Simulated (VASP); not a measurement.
# Al4Co3Ni in VASP: a series of runs

Runs on Al4Co3Ni. Level: PBE. Tasks: relaxation of cell and atoms, single point.

Everything below comes from runs of VASP 6.6.1. Logs are shortened: lines on timing, memory, paths and dates and some standing lists are left out, and cuts for length are marked.

## Step 1: The cell of the first run

It takes space group Im-3m (No. 229, cubic). Conventional cell: a = 5.923 Å, b = 5.923 Å, c = 5.923 Å, α = 90.00°, β = 90.00°, γ = 90.00°. Al (site symmetry -3m) has 6 Co at 2.56 Å and 2 Ni at 2.56 Å and 6 Al at 2.96 Å within 3.4 Å. Within 3.4 Å of Co (site symmetry 4/mmm) lie 8 Al at 2.56 Å and 4 Co at 2.96 Å and 2 Ni at 2.96 Å. Ni (site symmetry m-3m) has 8 Al at 2.56 Å and 6 Co at 2.96 Å within 3.4 Å.

## Step 2: Relaxation of cell and atoms, PBE, collinear spin, ferrimagnetic start

The input, INCAR:

```
PREC = Accurate ; ENCUT = 600
EDIFF = 1E-6 ; ISMEAR = 0
SIGMA = 0.1 ; LREAL = F
LASPH = T ; NELM = 150
ALGO = Normal ; ISIF = 3
LWAVE = F ; LCHARG = F
ISPIN = 2 ; MAGMOM = 0 0 0 0 -3 -3 3 2
LORBIT = 11 ; LMAXMIX = 4
GGA = PE ; IBRION = 2
NSW = 90 ; EDIFFG = -0.04
```

The input, KPOINTS:

```
Automatic mesh
0
Gamma
  4 4 4
```

The input, POSCAR:

```
Al4Co3Ni
1.0
   -2.9617105800      2.9617105800      2.9617105800
    2.9617105800     -2.9617105800      2.9617105800
    2.9617105800      2.9617105800     -2.9617105800
Al Co Ni
4 3 1
Direct
    0.5000000000      0.0000000000      0.0000000000
    0.0000000000      0.0000000000      0.5000000000
    0.5000000000      0.5000000000      0.5000000000
    0.0000000000      0.5000000000      0.0000000000
    0.0000000000      0.5000000000      0.5000000000
    0.5000000000      0.5000000000      0.0000000000
    0.5000000000      0.0000000000      0.5000000000
    0.0000000000      0.0000000000      0.0000000000
```

Potentials or basis: VASP PAW PBE potentials, release 64 (Al, Co, Ni).

Run with:

```sh
> cat potpaw_PBE.64/Al/POTCAR potpaw_PBE.64/Co/POTCAR potpaw_PBE.64/Ni/POTCAR > POTCAR
> mpirun -np 1 vasp_std > vasp.out
```

OUTCAR:

```text
PREC = Accurate
   ENCUT = 600
   EDIFF = 1E-6
   ISMEAR = 0
   LREAL = F
   LASPH = T
   NELM = 150
   ISIF = 3
   ISPIN = 2
   LORBIT = 11
   GGA = PE
   IBRION = 2
   NSW = 90
   EDIFFG = -0.04

 ion  position               nearest neighbor table
   1  0.500  0.000  0.000-   5 2.56   6 2.56   7 2.56   8 2.56   7 2.56   6 2.56   8 2.56   5 2.56
                             4 2.96   3 2.96   2 2.96   2 2.96   4 2.96   3 2.96
   2  0.000  0.000  0.500-   5 2.56   6 2.56   7 2.56   8 2.56   8 2.56   5 2.56   7 2.56   6 2.56
                             4 2.96   4 2.96   1 2.96   1 2.96   3 2.96   3 2.96
   3  0.500  0.500  0.500-   5 2.56   6 2.56   7 2.56   8 2.56   6 2.56   7 2.56   5 2.56   8 2.56
                             4 2.96   1 2.96   1 2.96   4 2.96   2 2.96   2 2.96
   4  0.000  0.500  0.000-   5 2.56   6 2.56   7 2.56   8 2.56   5 2.56   8 2.56   6 2.56   7 2.56
                             3 2.96   2 2.96   1 2.96   3 2.96   1 2.96   2 2.96
   5  0.000  0.500  0.500-   1 2.56   2 2.56   3 2.56   4 2.56   4 2.56   2 2.56   3 2.56   1 2.56
                             7 2.96   8 2.96   8 2.96   6 2.96   7 2.96   6 2.96
   6  0.500  0.500  0.000-   1 2.56   2 2.56   3 2.56   4 2.56   3 2.56   1 2.56   4 2.56   2 2.56
                             7 2.96   7 2.96   8 2.96   5 2.96   8 2.96   5 2.96
   7  0.500  0.000  0.500-   1 2.56   2 2.56   3 2.56   4 2.56   1 2.56   3 2.56   2 2.56   4 2.56
                             6 2.96   6 2.96   8 2.96   8 2.96   5 2.96   5 2.96
   8  0.000  0.000  0.000-   1 2.56   2 2.56   3 2.56   4 2.56   2 2.56   4 2.56   1 2.56   3 2.56
                             6 2.96   5 2.96   7 2.96   7 2.96   6 2.96   5 2.96

  LATTYP: Found a body centered cubic cell.
 ALAT       =     5.9234211600

  Lattice vectors:

 A1 = (  -2.9617105800,   2.9617105800,   2.9617105800)
 A2 = (   2.9617105800,  -2.9617105800,   2.9617105800)
 A3 = (   2.9617105800,   2.9617105800,  -2.9617105800)

Analysis of symmetry for initial positions (statically):
=====================================================================
 Subroutine PRICEL returns:
 Original cell was already a primitive cell.

 Routine SETGRP: Setting up the symmetry group for a
 body centered cubic supercell.

 Subroutine GETGRP returns: Found 48 space group operations
 (whereof 48 operations were pure point group operations)
 out of a pool of 48 trial point group operations.

The static configuration has the point symmetry O_h .

Analysis of symmetry for dynamics (positions and initial velocities):
=====================================================================
 Subroutine PRICEL returns:
 Original cell was already a primitive cell.

 Routine SETGRP: Setting up the symmetry group for a
 body centered cubic supercell.

 Subroutine GETGRP returns: Found 48 space group operations
 (whereof 48 operations were pure point group operations)
 out of a pool of 48 trial point group operations.

The dynamic configuration has the point symmetry O_h .

Analysis of structural, dynamic, and magnetic symmetry:
=====================================================================
 Subroutine PRICEL returns:
 Original cell was already a primitive cell.

 Routine SETGRP: Setting up the symmetry group for a
 body centered cubic supercell.

 Subroutine GETGRP returns: Found 16 space group operations
 (whereof 16 operations were pure point group operations)
 out of a pool of 48 trial point group operations.

The overall configuration has the point symmetry D_4h.

 Subroutine INISYM returns: Found 16 space group operations
 (whereof 16 operations are pure point group operations),
 and found     1 'primitive' translations

----------------------------------------------------------------------------------------

                                     Primitive cell

  volume of cell :     103.9173

  direct lattice vectors                    reciprocal lattice vectors
    -2.961710580  2.961710580  2.961710580     0.000000000  0.168821357  0.168821357
     2.961710580 -2.961710580  2.961710580     0.168821357  0.000000000  0.168821357
     2.961710580  2.961710580 -2.961710580     0.168821357  0.168821357  0.000000000

  length of vectors
     5.129833202  5.129833202  5.129833202     0.238749453  0.238749453  0.238749453

  position of ions in fractional coordinates (direct lattice)
     0.500000000  0.000000000  0.000000000
     0.000000000  0.000000000  0.500000000
     0.500000000  0.500000000  0.500000000
     0.000000000  0.500000000  0.000000000
     0.000000000  0.500000000  0.500000000
     0.500000000  0.500000000  0.000000000
     0.500000000  0.000000000  0.500000000
     0.000000000  0.000000000  0.000000000

[... 25 lines left out ...]

  Length of vectors
     0.059687363  0.059687363  0.059687363

  Shift w.r.t. Gamma in fractional coordinates (k-lattice)
     0.000000000  0.000000000  0.000000000

 Subroutine IBZKPT returns following result:
 ===========================================

 Found     13 irreducible k-points:

 Following reciprocal coordinates:
            Coordinates               Weight
  0.000000  0.000000  0.000000      1.000000
  0.250000  0.000000  0.000000      8.000000
  0.000000  0.250000  0.000000      4.000000
  0.500000  0.000000  0.000000      4.000000
  0.000000  0.500000  0.000000      2.000000
  0.250000  0.250000  0.000000     16.000000
  0.250000  0.000000  0.250000      8.000000
  0.250000  0.250000  0.250000      2.000000
 -0.250000  0.250000  0.250000      4.000000
  0.250000 -0.250000  0.250000      2.000000
  0.500000  0.500000  0.250000      8.000000
  0.500000  0.250000  0.500000      4.000000
  0.500000  0.500000  0.500000      1.000000
   k-points           NKPTS =     13   k-points in BZ     NKDIM =     13   number of bands    NBANDS=     30
   number of dos      NEDOS =    301   number of ions     NIONS =      8
   total plane-waves  NPLWV =  74088
   dimension x,y,z NGX =    42 NGY =   42 NGZ =   42
   dimension x,y,z NGXF=    84 NGYF=   84 NGZF=   84
   ions per type =               4   3   1
   NGX,Y,Z   is equivalent  to a cutoff of  13.61, 13.61, 13.61 a.u.
   NGXF,Y,Z  is equivalent  to a cutoff of  27.22, 27.22, 27.22 a.u.
 SYSTEM =  unknown system
   PREC   = accura    normal or accurate (medium, high low for compatibility)
   ISTART =      0    job   : 0-new  1-cont  2-samecut
   ICHARG =      2    charge: 1-file 2-atom 10-const
   ISPIN  =      2    spin polarized calculation?
   LNONCOLLINEAR =      F non collinear calculations
   LSORBIT =      F    spin-orbit coupling
   LASPH  =      T    aspherical Exc in radial PAW
   ENCUT  =  600.0 eV  44.10 Ry    6.64 a.u.  10.25 10.25 10.25*2*pi/ulx,y,z
   NELM   =    150;   NELMIN=  2; NELMDL= -5     # of ELM steps
   EDIFF  = 0.1E-05   stopping-criterion for ELM
   LREAL  =      F    real-space projection
   EDIFFG = -.4E-01   stopping-criterion for IOM
   NSW    =     90    number of steps for IOM
   IBRION =      2    ionic relax: 0-MD 1-quasi-New 2-CG
   NFREE  =      1    steps in history (QN), initial steepest desc. (CG)
   ISIF   =      3    stress and relaxation
   ISYM   =      2    0-nonsym 1-usesym 2-fastsym
   POTIM  = 0.5000    time-step for ionic-motion
   TEBEG  =    0.0;   TEEND  =   0.0 temperature during run
   PSTRESS=    0.0 pullay stress
   NELECT =      49.0000    total number of electrons
   NUPDOWN=      -1.0000    fix difference up-down
   EMIN   =  10.00;   EMAX   =-10.00  energy-range for DOS
   EFERMI =   0.00;   METHOD = LEGACY
   ISMEAR =     0;   SIGMA  =   0.10  broadening in eV -4-tet -1-fermi 0-gaus
   EFERMI_NEDOS =   21; number of points for ismear=-14 and -15
   IALGO  =     38    algorithm
   IMIX   =      4    mixing-type and parameters
     AMIX     =   0.40;   BMIX     =  1.00
     AMIX_MAG =   1.60;   BMIX_MAG =  1.00
  volume/ion in A,a.u.               =      12.99        87.66
  Fermi-wavevector in a.u.,A,eV,Ry     =   1.274219  2.407926 22.090900  1.623635
  Thomas-Fermi vector in A             =   2.407000
   LORBIT       =     11    0 simple, 1 ext, 2 COOP (PROOUT), +10 PAW based schemes
   GGA     = PE    functional components
   LHFCALC =     F    Hartree Fock is set to
   AEXX    =    0.0000 exact exchange contribution
   IVDW    =     0    specifies the selected vdW correction
   LEPSILON=     F    determine dielectric tensor
   LRPA    =     F    only Hartree local field effects (RPA)
 conjugate gradient relaxation of ions
 spin polarized calculation
 Gauss-broadening in eV      SIGMA  =   0.10
  energy-cutoff  :      600.00
  volume of cell :      103.92
 maximum number of plane-waves:      3484
 NGX is ok and might be reduce to    42
   NGX = 21   NGY = 21   NGZ = 21

--------------------------------------- Ionic step        1  -------------------------------------------

 number of electron      48.9999989 magnetization      -0.1597518

 Free energy of the ion-electron system (eV)
  ---------------------------------------------------
  ext. energy  EPLUGINS =         0.00000000
  ---------------------------------------------------
  free energy    TOTEN  =       -45.93674811 eV

  energy without entropy =      -45.90278763  energy(sigma->0) =      -45.91976787

 E-fermi :   9.1327     XC(G=0): -11.6996

 val. band max:        9.1210666630   @ k =   0.0000   0.5000   0.0000
 cond. band min:       9.1338921198   @ k =   0.2500   0.0000   0.0000
 fundamental gap:      0.0128254568
 Fermi energy:         9.1326650126

 spin component 1

 k-point     1 :       0.0000    0.0000    0.0000
  band No.  band energies     occupation
      1      -1.3037      1.00000
      2       4.2581      1.00000
      3       4.2581      1.00000
      4       4.2606      1.00000
      5       6.2397      1.00000
      6       6.2750      1.00000
[... 937 lines left out ...]
 number of electron      48.9999995 magnetization       0.0003055

 number of electron      48.9999995 magnetization      -0.0001336

 Free energy of the ion-electron system (eV)
  ---------------------------------------------------
  ext. energy  EPLUGINS =         0.00000000
  ---------------------------------------------------
  free energy    TOTEN  =       -46.40398719 eV

  energy without entropy =      -46.36159264  energy(sigma->0) =      -46.38278991

 E-fermi :  10.3895     XC(G=0): -12.1742

 val. band max:       10.3744976446   @ k =   0.2500   0.0000   0.0000
 cond. band min:      10.3986941927   @ k =   0.5000   0.5000   0.5000
 fundamental gap:      0.0241965481
 Fermi energy:        10.3895405952

 spin component 1

 k-point     1 :       0.0000    0.0000    0.0000
  band No.  band energies     occupation
      1      -0.7048      1.00000
      2       5.1092      1.00000
      3       5.1092      1.00000
      4       5.1130      1.00000
      5       7.1260      1.00000
      6       7.1270      1.00000
[... 885 lines left out ...]
  FREE ENERGIE OF THE ION-ELECTRON SYSTEM (eV)
  ---------------------------------------------------
  free  energy   TOTEN  =       -46.4039871877 eV

  energy  without entropy=      -46.3615926373  energy(sigma->0) =      -46.38278991

 reached required accuracy - stopping structural energy minimisation

 total charge

# of ion       s       p       d       tot
------------------------------------------
    1        0.391   0.422   0.000   0.813
    2        0.391   0.422   0.000   0.813
    3        0.391   0.422   0.000   0.813
    4        0.391   0.422   0.000   0.813
    5        0.431   0.486   7.513   8.430
    6        0.431   0.486   7.513   8.430
    7        0.431   0.486   7.513   8.430
    8        0.480   0.529   8.473   9.482
--------------------------------------------------
tot          3.339   3.674  31.011  38.024

 magnetization (x)

# of ion       s       p       d       tot
------------------------------------------
    1        0.000  -0.000   0.000   0.000
    2        0.000  -0.000   0.000   0.000
    3        0.000  -0.000   0.000   0.000
    4        0.000  -0.000   0.000   0.000
    5       -0.000   0.000  -0.001  -0.001
    6       -0.000   0.000  -0.001  -0.001
    7        0.000   0.000   0.001   0.001
    8        0.000   0.000  -0.000  -0.000
--------------------------------------------------
tot         -0.000   0.000  -0.000  -0.000
```

Run time: 15 min. Hardware: 1 thread of Intel Xeon 8259CL, shared host; peak memory 0.38 GiB.

What came out:

```yaml
Free_energy: -46.4040 eV
Relaxed_volume: 11.75 Å³/atom
Relaxed_cell: a = 4.962 Å, b = 4.962 Å, c = 4.962 Å, α = 109.49°, β = 109.43°, γ = 109.49°
Space_group_after_relaxing_to_0.1_Å: Im-3m (No. 229)
Energy_gained_by_relaxing: 58.4 meV/atom
Ionic_steps: 3
Pressure_after_relaxing: -0.1 GPa
Net_moment: 0.00 μB per cell
Valence_electrons_inside_the_program's_atomic_spheres: Al 0.81; Co 8.43; Ni 9.48
```

The path:
| step | energy change (eV) | largest force (eV/Å) | pressure (GPa) | volume (Å³) |
| --- | --- | --- | --- | --- |
| 1 | 0.0000 | 0.0000 | -13.70 | 103.92 |
| 2 | -0.2458 | 0.0000 | 12.81 | 88.09 |
| 3 | -0.4672 | 0.0000 | -0.14 | 94.02 |

Final structure:
```
Al Co Ni
1.0
    -2.86386    2.86591    2.86386
     2.86386   -2.86591    2.86386
     2.86386    2.86591   -2.86386
Al Co Ni
4 3 1
Direct
  0.50000 0.00000 0.00000
  0.00000 0.00000 0.50000
  0.50000 0.50000 0.50000
  0.00000 0.50000 0.00000
  0.00000 0.50000 0.50000
  0.50000 0.50000 0.00000
  0.50000 0.00000 0.50000
  0.00000 0.00000 0.00000
```

Levels at points of the mesh, in eV from the Fermi level:
Spin up:
```csv
k point,band 23,band 24,band 25,band 26,band 27,band 28
"(0.00, 0.00, 0.00)",-0.94,-0.94,-0.53,-0.53,-0.24,2.07
"(0.50, 0.00, 0.00)",-0.78,-0.71,-0.13,0.24,1.38,1.58
"(0.00, 0.50, 0.00)",-0.78,-0.70,-0.14,0.24,1.38,1.58
"(0.50, 0.50, 0.50)",-0.51,0.01,0.01,0.18,2.24,2.24
```
Spin down:
```csv
k point,band 23,band 24,band 25,band 26,band 27,band 28
"(0.00, 0.00, 0.00)",-0.94,-0.94,-0.53,-0.53,-0.24,2.07
"(0.50, 0.00, 0.00)",-0.78,-0.71,-0.13,0.24,1.38,1.58
"(0.00, 0.50, 0.00)",-0.78,-0.71,-0.14,0.24,1.38,1.58
"(0.50, 0.50, 0.50)",-0.51,0.01,0.01,0.18,2.24,2.24
```

Caveat: the k points lie up to 0.39 Å⁻¹ apart in the final cell.

(Part 1 of 2 ends here.)
